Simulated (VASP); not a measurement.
A run of VASP 6.6.1:

File INCAR:

```
  PREC = Accurate
  ENCUT = 520
  EDIFF = 1E-6
  ISMEAR = -1
  SIGMA = 0.05
  LREAL = F
  LASPH = T
  NELM = 100
  ALGO = Fast
  ISIF = 2
  LWAVE = F
  LCHARG = F
  GGA = PS
  IBRION = 2
  NSW = 60
  EDIFFG = -0.01
```

KPOINTS

```
regular mesh
0
Gamma
  6 6 8
```

Contents of POSCAR:

```
Ti
1.0
    4.5673748306      0.0456737483      0.0000000000
   -2.2441327890      3.9326257577      0.0000000000
    0.0000000000      0.0000000000      2.8262442700
Ti
3
Direct
    0.6666666667      0.3333333333      0.5000000000
    0.3333333333      0.6666666667      0.5000000000
    0.0000000000      0.0000000000      0.0000000000
```

Potentials or basis: VASP PAW PBE potentials, release 64 (Ti_sv).

Run with:

```console
$ cat potpaw_PBE.64/Ti_sv/POTCAR > POTCAR
$ mpirun -np 1 vasp_std > vasp.out
```

Hardware: 1 thread of Intel Xeon 8259CL (shared host).

**Question.** How long does it take, and how much memory?

**Answer.** Wall time 14 min on 1 thread of Intel Xeon 8259CL, on a shared host, peak memory 0.24 GiB. Counts: scf iterations 105, k points 100, ion steps 2.
